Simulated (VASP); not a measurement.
Wanted: the native input for a VASP 6.6.1 run.

```
Task                   : single point
Functional             : LDA
Potentials or basis    : VASP PAW LDA potentials, release 64 (Hf_pv)
Cutoff                 : 520 eV
k mesh                 : 20 × 20 × 20
Occupations            : gaussian, width 0.15 eV
Spin                   : no spin polarisation
Dipole correction      : no
Further INCAR settings : ALGO = Fast; EDIFF = 1e-06; NBANDS = 11
```

The structure of Hf lies in POSCAR:

```
Hf
1.0
    0.0000000000      2.1245354981      2.2951356986
    2.1245354981      0.0000000000      2.2951356986
    2.1245354981      2.1245354981      0.0000000000
Hf
1
Direct
    0.0000000000      0.0000000000      0.0000000000
```

The input as run:

INCAR

```
  PREC = Accurate
  ENCUT = 520
  EDIFF = 1E-6
  ISMEAR = 0
  SIGMA = 0.15
  LREAL = F
  LASPH = T
  NELM = 100
  ALGO = Fast
  ISIF = 2
  LWAVE = F
  LCHARG = T
  LELF = T
  LVHAR = T
  NBANDS = 11
```

KPOINTS

```
regular mesh
0
Gamma
  20 20 20
```

Potentials or basis: VASP PAW LDA potentials, release 64 (Hf_pv).

Launch:

```bash
$ cat potpaw_LDA.64/Hf_pv/POTCAR > POTCAR
$ mpirun -np 1 vasp_std > vasp.out
```

It gave:

The pressure is 0.0 GPa and the band gap on the k mesh is zero (bands 5 and 6 overlap by 1.80 eV).

Caveat: spin-orbit coupling is left out, which moves the levels of the heavy elements.

It took 2.5 min on 1 thread of Intel Xeon 8259CL (shared host), peak memory 0.25 GiB.
